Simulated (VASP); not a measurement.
TiAl:

```
Ti Al
1.0
     0.00000    2.56861    2.56861
     2.56861    0.00000    2.56861
     2.56861    2.56861    0.00000
Ti Al
1 1
Direct
  0.00000 0.00000 0.00000
  0.50000 0.50000 0.50000
```

- Program: VASP 6.6.1
- Task: relaxation of cell and atoms
- Functional: PBEsol
- Potentials or basis: VASP PAW PBE potentials, release 64 (Ti_sv, Al)
- Cutoff: 600 eV
- k mesh: 14 × 14 × 14
- Occupations: gaussian, width 0.1 eV
- Spin: no spin polarisation

At the start: pressure 5.4 GPa; volume 16.95 Å³/atom.

**Question.** How do energy, volume and symmetry change on relaxing?

**Answer.** Over 3 steps the energy falls by 15.7 meV/atom and the volume is 17.92 Å³/atom (+5.7 %); space group Fm-3m (No. 225, to 0.05 Å).

The path:
| step | energy change (eV) | largest force (eV/Å) | pressure (GPa) | volume (Å³) |
| --- | --- | --- | --- | --- |
| 1 | 0.0000 | 0.0000 | 5.40 | 33.89 |
| 2 | -0.0250 | 0.0000 | -2.09 | 36.78 |
| 3 | -0.0314 | 0.0000 | -0.02 | 35.84 |

Final structure:
```
Ti Al
1.0
     0.00000    2.61680    2.61680
     2.61680    0.00000    2.61680
     2.61680    2.61680    0.00000
Ti Al
1 1
Cartesian
  0.0000 0.0000 0.0000
  2.6168 2.6168 2.6168
```

Caveat: the PAW data sets were made with another functional, which shifts forces and pressure a little.
